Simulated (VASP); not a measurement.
Input of a VASP 6.6.1 run:

File INCAR:

```
ALGO     = Normal         # electronic algorithm
EDIFF    = 1E-6           # SCF threshold, eV
ENCUT    = 520            # plane-wave cutoff, eV
GGA      = PS             # functional
ISIF     = 2              # what is computed and relaxed
ISMEAR   = 0              # smearing method
LASPH    = T              # aspherical terms in the spheres
LCHARG   = T              # write CHGCAR
LELF     = T              # ELF
LREAL    = F              # projectors in reciprocal space
LVHAR    = T            
LWAVE    = F              # write WAVECAR
NBANDS   = 20             # bands
NELM     = 100            # most SCF steps
PREC     = Accurate       # precision mode
SIGMA    = 0.05           # smearing width, eV
```

KPOINTS

```
k-points
0
Gamma
  12 12 2
```

Contents of POSCAR:

```
WSe2
1.0
    3.3179375931      0.0000000000      0.0000000000
   -1.6589687966      2.8734182438      0.0000000000
    0.0000000000      0.0000000000     16.6581424200
W Se
1 2
Direct
    0.0000000000      0.0000000000      0.0000000000
    0.3063112617      0.7404923392      0.0997865200
    0.3063112617      0.7404923392      0.9002134800
```

Potentials or basis: VASP PAW PBE potentials, release 64 (W_sv, Se).

The run is started by

```sh
$ cat potpaw_PBE.64/W_sv/POTCAR potpaw_PBE.64/Se/POTCAR > POTCAR
$ mpirun -np 1 vasp_std > vasp.out
```

(1) Estimate the largest force.

(2) What does it give for the band gap on the k mesh?

Results:

(1) 5.553 eV/Å.

(2) 1.16 eV (least direct gap 1.42 eV).

Caveat: the cell differs from its parent crystal (all Se atoms moved -0.300 Å, as atom 2 along Cartesian [1 -1 0]); there is no dipole correction, which matters where the two faces differ; the PAW data sets were made with another functional, which shifts forces and pressure a little; spin-orbit coupling is left out, which moves the levels of the heavy elements.
